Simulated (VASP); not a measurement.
# BAs (F-43m) in VASP: relaxation of cell and atoms with PBE

Aim: the relaxation of cell and atoms of BAs with PBE.

Everything below comes from runs of VASP 6.6.1. Logs are shortened: lines on timing, memory, paths and dates and some standing lists are left out, and cuts for length are marked.

### Step 1. The cell of the first run

Symmetry: F-43m, No. 216, cubic system. Conventional cell: a = 4.974 Å, b = 4.974 Å, c = 4.974 Å, α = 90.00°, β = 90.00°, γ = 90.00°. B (site symmetry -43m) has 4 As at 2.15 Å within 2.9 Å. Within 2.9 Å of As (site symmetry -43m) lie 4 B at 2.15 Å.

### Step 2. Relaxation of cell and atoms, PBE

Contents of INCAR:

```
  ALGO = Normal
  EDIFF = 1E-7
  EDIFFG = -0.05
  ENCUT = 560
  GGA = PE
  GGA_COMPAT = False
  IBRION = 2
  ISIF = 3
  ISMEAR = 0
  LASPH = True
  LCHARG = False
  LREAL = False
  LWAVE = False
  NELM = 120
  NELMIN = 4
  NSW = 80
  PREC = Accurate
  SIGMA = 0.1
```

Contents of KPOINTS:

```
k-points
0
Gamma
  8 8 8
```

Contents of POSCAR:

```
BAs
1.0
    0.0000000000      2.4871809209      2.4871809209
    2.4871809209      0.0000000000      2.4871809209
    2.4871809209      2.4871809209      0.0000000000
B As
1 1
Direct
    0.0000000000      0.0000000000      0.0000000000
    0.2500000000      0.2500000000      0.2500000000
```

Potentials or basis: VASP PAW PBE potentials, release 64 (B, As_d).

Started as:

```console
> cat potpaw_PBE.64/B/POTCAR potpaw_PBE.64/As_d/POTCAR > POTCAR
> mpirun -np 1 vasp_std > vasp.out
```

OUTCAR:

```text
EDIFF = 1E-7
   EDIFFG = -0.05
   ENCUT = 560
   GGA = PE
   IBRION = 2
   ISIF = 3
   ISMEAR = 0
   LASPH = True
   LREAL = False
   NELM = 120
   NELMIN = 4
   NSW = 80
   PREC = Accurate

 ion  position               nearest neighbor table
   1  0.000  0.000  0.000-   2 2.15   2 2.15   2 2.15   2 2.15
   2  0.250  0.250  0.250-   1 2.15   1 2.15   1 2.15   1 2.15

  LATTYP: Found a face centered cubic cell.
 ALAT       =     4.9743618418

  Lattice vectors:

 A1 = (   0.0000000000,   2.4871809209,   2.4871809209)
 A2 = (   2.4871809209,   0.0000000000,   2.4871809209)
 A3 = (   2.4871809209,   2.4871809209,   0.0000000000)

Analysis of symmetry for initial positions (statically):
=====================================================================
 Subroutine PRICEL returns:
 Original cell was already a primitive cell.

 Routine SETGRP: Setting up the symmetry group for a
 face centered cubic supercell.

 Subroutine GETGRP returns: Found 24 space group operations
 (whereof 24 operations were pure point group operations)
 out of a pool of 48 trial point group operations.

The static configuration has the point symmetry T_d .

Analysis of symmetry for dynamics (positions and initial velocities):
=====================================================================
 Subroutine PRICEL returns:
 Original cell was already a primitive cell.

 Routine SETGRP: Setting up the symmetry group for a
 face centered cubic supercell.

 Subroutine GETGRP returns: Found 24 space group operations
 (whereof 24 operations were pure point group operations)
 out of a pool of 48 trial point group operations.

The dynamic configuration has the point symmetry T_d .

 Subroutine INISYM returns: Found 24 space group operations
 (whereof 24 operations are pure point group operations),
 and found     1 'primitive' translations

----------------------------------------------------------------------------------------

                                     Primitive cell

  volume of cell :      30.7717

  direct lattice vectors                    reciprocal lattice vectors
     0.000000000  2.487180921  2.487180921    -0.201030812  0.201030812  0.201030812
     2.487180921  0.000000000  2.487180921     0.201030812 -0.201030812  0.201030812
     2.487180921  2.487180921  0.000000000     0.201030812  0.201030812 -0.201030812

  length of vectors
     3.517404990  3.517404990  3.517404990     0.348195580  0.348195580  0.348195580

  position of ions in fractional coordinates (direct lattice)
     0.000000000  0.000000000  0.000000000
     0.250000000  0.250000000  0.250000000

  ion indices of the primitive-cell ions
   primitive index   ion index
                 1           1
                 2           2

----------------------------------------------------------------------------------------

 KPOINTS: k-points

Automatic generation of k-mesh.
 Grid dimensions read from file:
 generate k-points for:    8    8    8

 Generating k-lattice:

  Cartesian coordinates                     Fractional coordinates (reciprocal lattice)
    -0.025128851  0.025128851  0.025128851     0.125000000  0.000000000  0.000000000
     0.025128851 -0.025128851  0.025128851     0.000000000  0.125000000  0.000000000
     0.025128851  0.025128851 -0.025128851     0.000000000  0.000000000  0.125000000

  Length of vectors
     0.043524448  0.043524448  0.043524448

  Shift w.r.t. Gamma in fractional coordinates (k-lattice)
     0.000000000  0.000000000  0.000000000

 Subroutine IBZKPT returns following result:
 ===========================================

 Found     29 irreducible k-points:

 Following reciprocal coordinates:
            Coordinates               Weight
  0.000000  0.000000  0.000000      1.000000
  0.125000  0.000000  0.000000      8.000000
  0.250000  0.000000  0.000000      8.000000
  0.375000  0.000000  0.000000      8.000000
  0.500000  0.000000  0.000000      4.000000
  0.125000  0.125000  0.000000      6.000000
[... 16 lines left out ...]
  0.500000  0.250000  0.125000     48.000000
 -0.375000  0.250000  0.125000     24.000000
 [... further k-points ...]
   k-points           NKPTS =     29   k-points in BZ     NKDIM =     29   number of bands    NBANDS=     13
   number of dos      NEDOS =    301   number of ions     NIONS =      2
   total plane-waves  NPLWV =  21952
   dimension x,y,z NGX =    28 NGY =   28 NGZ =   28
   dimension x,y,z NGXF=    56 NGYF=   56 NGZF=   56
   ions per type =               1   1
   NGX,Y,Z   is equivalent  to a cutoff of  13.23, 13.23, 13.23 a.u.
   NGXF,Y,Z  is equivalent  to a cutoff of  26.47, 26.47, 26.47 a.u.
 SYSTEM =  unknown system
   PREC   = accura    normal or accurate (medium, high low for compatibility)
   ISTART =      0    job   : 0-new  1-cont  2-samecut
   ICHARG =      2    charge: 1-file 2-atom 10-const
   ISPIN  =      1    spin polarized calculation?
   LNONCOLLINEAR =      F non collinear calculations
   LSORBIT =      F    spin-orbit coupling
   LASPH  =      T    aspherical Exc in radial PAW
   ENCUT  =  560.0 eV  41.16 Ry    6.42 a.u.   6.79  6.79  6.79*2*pi/ulx,y,z
   NELM   =    120;   NELMIN=  4; NELMDL= -5     # of ELM steps
   EDIFF  = 0.1E-06   stopping-criterion for ELM
   LREAL  =      F    real-space projection
   EDIFFG = -.5E-01   stopping-criterion for IOM
   NSW    =     80    number of steps for IOM
   IBRION =      2    ionic relax: 0-MD 1-quasi-New 2-CG
   NFREE  =      1    steps in history (QN), initial steepest desc. (CG)
   ISIF   =      3    stress and relaxation
   ISYM   =      2    0-nonsym 1-usesym 2-fastsym
   POTIM  = 0.5000    time-step for ionic-motion
   TEBEG  =    0.0;   TEEND  =   0.0 temperature during run
   PSTRESS=    0.0 pullay stress
   NELECT =      18.0000    total number of electrons
   NUPDOWN=      -1.0000    fix difference up-down
   EMIN   =  10.00;   EMAX   =-10.00  energy-range for DOS
   EFERMI =   0.00;   METHOD = LEGACY
   ISMEAR =     0;   SIGMA  =   0.10  broadening in eV -4-tet -1-fermi 0-gaus
   EFERMI_NEDOS =   21; number of points for ismear=-14 and -15
   IALGO  =     38    algorithm
   IMIX   =      4    mixing-type and parameters
     AMIX     =   0.40;   BMIX     =  1.00
     AMIX_MAG =   1.60;   BMIX_MAG =  1.00
  volume/ion in A,a.u.               =      15.39       103.83
  Fermi-wavevector in a.u.,A,eV,Ry     =   1.369141  2.587302 25.504775  1.874548
  Thomas-Fermi vector in A             =   2.495043
   LORBIT       =      0    0 simple, 1 ext, 2 COOP (PROOUT), +10 PAW based schemes
   GGA     = PE    functional components
   LHFCALC =     F    Hartree Fock is set to
   AEXX    =    0.0000 exact exchange contribution
   IVDW    =     0    specifies the selected vdW correction
   LEPSILON=     F    determine dielectric tensor
   LRPA    =     F    only Hartree local field effects (RPA)
 conjugate gradient relaxation of ions
 non-spin polarized calculation
 Gauss-broadening in eV      SIGMA  =   0.10
  energy-cutoff  :      560.00
  volume of cell :       30.77
 maximum number of plane-waves:       941
   NGX = 13   NGY = 13   NGZ = 13

--------------------------------------- Ionic step        1  -------------------------------------------

 number of electron      18.0000006 magnetization

 Free energy of the ion-electron system (eV)
  ---------------------------------------------------
  ext. energy  EPLUGINS =         0.00000000
  ---------------------------------------------------
  free energy    TOTEN  =       -11.33332715 eV

  energy without entropy =      -11.33332715  energy(sigma->0) =      -11.33332715

 E-fermi :   4.1252     XC(G=0): -10.5508

 val. band max:        3.6822087792   @ k =   0.0000   0.0000   0.0000
 cond. band min:       4.9883308263   @ k =   0.3750   0.3750   0.0000
 fundamental gap:      1.3061220471
 Fermi energy:         4.1252476822

 k-point     1 :       0.0000    0.0000    0.0000
  band No.  band energies     occupation
      1     -31.9749      2.00000
      2     -31.9749      2.00000
      3     -31.9749      2.00000
      4     -31.9601      2.00000
      5     -31.9601      2.00000
      6     -10.6696      2.00000
      7       3.6822      2.00000
      8       3.6822      2.00000
      9       3.6822      2.00000
     10       6.8210      0.00000
     11       6.8210      0.00000
     12       6.8210      0.00000
     13       6.8871      0.00000

 k-point     2 :       0.1250    0.0000    0.0000
  band No.  band energies     occupation
      1     -31.9746      2.00000
      2     -31.9742      2.00000
      3     -31.9742      2.00000
      4     -31.9600      2.00000
      5     -31.9600      2.00000
      6     -10.4420      2.00000
      7       1.8098      2.00000
      8       3.3025      2.00000
      9       3.3025      2.00000
     10       6.5426      0.00000
     11       7.3277      0.00000
     12       7.3277      0.00000
     13       8.5866      0.00000
[... 401 lines left out ...]
 VOLUME and BASIS-vectors are now :
 -----------------------------------------------------------------------------
  energy-cutoff  :      560.00
  volume of cell :       26.37
      direct lattice vectors                 reciprocal lattice vectors
    -0.000000000  2.362382811  2.362382811    -0.211650710  0.211650710  0.211650710
     2.362382811  0.000000000  2.362382811     0.211650710 -0.211650710  0.211650710
     2.362382811  2.362382811  0.000000000     0.211650710  0.211650710 -0.211650710

 POSITION                                       TOTAL-FORCE (eV/Angst)
 -----------------------------------------------------------------------------------
      0.00000      0.00000      0.00000        -0.000000      0.000000      0.000000
      1.18119      1.18119      1.18119         0.000000     -0.000000     -0.000000
 -----------------------------------------------------------------------------------
    total drift:                                0.000001      0.000001      0.000001

  FREE ENERGIE OF THE ION-ELECTRON SYSTEM (eV)
  ---------------------------------------------------
  free  energy   TOTEN  =       -11.4115983061 eV

  energy  without entropy=      -11.4115983061  energy(sigma->0) =      -11.41159831

--------------------------------------- Ionic step        3  -------------------------------------------

 number of electron      18.0000007 magnetization

 Free energy of the ion-electron system (eV)
  ---------------------------------------------------
  ext. energy  EPLUGINS =         0.00000000
  ---------------------------------------------------
  free energy    TOTEN  =       -11.44389685 eV

  energy without entropy =      -11.44389685  energy(sigma->0) =      -11.44389685

 E-fermi :   5.0963     XC(G=0): -11.0389

 val. band max:        4.6143589578   @ k =   0.0000   0.0000   0.0000
 cond. band min:       5.8316900103   @ k =   0.3750   0.3750   0.0000
 fundamental gap:      1.2173310525
 Fermi energy:         5.0963202412

 k-point     1 :       0.0000    0.0000    0.0000
  band No.  band energies     occupation
      1     -31.1434      2.00000
      2     -31.1434      2.00000
      3     -31.1434      2.00000
      4     -31.1214      2.00000
      5     -31.1214      2.00000
      6     -10.6100      2.00000
      7       4.6144      2.00000
      8       4.6144      2.00000
      9       4.6144      2.00000
     10       7.8732      0.00000
     11       7.8732      0.00000
     12       7.8732      0.00000
     13       9.0563      0.00000

 k-point     2 :       0.1250    0.0000    0.0000
  band No.  band energies     occupation
      1     -31.1429      2.00000
      2     -31.1423      2.00000
      3     -31.1423      2.00000
      4     -31.1213      2.00000
      5     -31.1213      2.00000
      6     -10.3587      2.00000
      7       2.6700      2.00000
      8       4.1865      2.00000
      9       4.1865      2.00000
     10       7.9361      0.00000
     11       8.4389      0.00000
     12       8.4389      0.00000
     13      10.3911      0.00000
[... 365 lines left out ...]
 VOLUME and BASIS-vectors are now :
 -----------------------------------------------------------------------------
  energy-cutoff  :      560.00
  volume of cell :       27.79
      direct lattice vectors                 reciprocal lattice vectors
    -0.000000000  2.403985512  2.403985512    -0.207987942  0.207987942  0.207987942
     2.403985512  0.000000000  2.403985512     0.207987942 -0.207987942  0.207987942
     2.403985512  2.403985512  0.000000000     0.207987942  0.207987942 -0.207987942

 POSITION                                       TOTAL-FORCE (eV/Angst)
 -----------------------------------------------------------------------------------
      0.00000      0.00000      0.00000         0.000000     -0.000000     -0.000000
      1.20199      1.20199      1.20199        -0.000000      0.000000      0.000000
 -----------------------------------------------------------------------------------
    total drift:                                0.000001      0.000001      0.000001

  FREE ENERGIE OF THE ION-ELECTRON SYSTEM (eV)
  ---------------------------------------------------
  free  energy   TOTEN  =       -11.4438968483 eV

  energy  without entropy=      -11.4438968483  energy(sigma->0) =      -11.44389685

 reached required accuracy - stopping structural energy minimisation
```

Wall time 28 s (1 thread of AMD EPYC 7R13 (Zen 3), shared host); peak memory 0.14 GiB.

What came out:

```
Free energy                           : -11.4439 eV
Relaxed volume                        : 13.89 Å³/atom
Relaxed cell                          : a = 3.400 Å, b = 3.400 Å, c = 3.400 Å, α = 60.00°, β = 60.00°, γ = 60.00°
Space group after relaxing (to 0.1 Å) : F-43m (No. 216)
Energy gained by relaxing             : 55.3 meV/atom
Ionic steps                           : 3
Pressure after relaxing               : 0.0 GPa
Band gap on the k mesh                : 1.22 eV (least direct gap 3.26 eV)
```

The path:
```tsv
step	energy change (eV)	largest force (eV/Å)	pressure (GPa)	volume (Å³)
1	0.0000	0.0000	-10.83	30.77
2	-0.0783	0.0000	7.66	26.37
3	-0.1106	0.0000	0.00	27.79
```

Final structure:
```
CELL_PARAMETERS angstrom
0.00000 2.40399 2.40399
2.40399 0.00000 2.40399
2.40399 2.40399 0.00000
ATOMIC_POSITIONS crystal
B 0.00000 0.00000 0.00000
As 0.25000 0.25000 0.25000
```

A k mesh can miss the band edges.
